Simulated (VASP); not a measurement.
Runs of VASP 6.6.1 on ZnS. The structure is that of space group Pm-3m (No. 221), or close to it. The cells are those of the table. 

| task | level | cell | cutoff (eV) | gap on the mesh (eV) | pressure (GPa) | relaxed volume (Å³/atom) |
| --- | --- | --- | --- | --- | --- | --- |
| single point | PBE | a = 3.194 Å, 2 atoms | 520 | none | 0.1 | - |
| single point | PBE | a = 3.179 Å, 2 atoms | 520 | none | 1.2 | - |
| relaxation of cell and atoms | PBE | relaxed from a = 2.853 Å, 2 atoms | 600 | none | 0.0 | (a) |
| single point | r2SCAN | a = 3.179 Å, 2 atoms | 520 | none | 0.0 | - |
| relaxation of cell and atoms | r2SCAN | relaxed from a = 3.194 Å, 2 atoms | 600 | none | 0.0 | 16.07 |

Alike in all rows: potentials or basis VASP PAW PBE potentials, release 64 (Zn, S); no spin polarisation; k mesh 8 × 8 × 8; smearing fermi-dirac 0.02 eV.

Question: Fill in the values left out.

Answer: (a) 16.30.

Caveats: the PAW data sets were made with another functional, which shifts forces and pressure a little (some runs); the volume moved by over 15 % at a fixed basis, so the end points are rough (some runs).

A gap of «none» marks levels without a gap at the run's occupations.
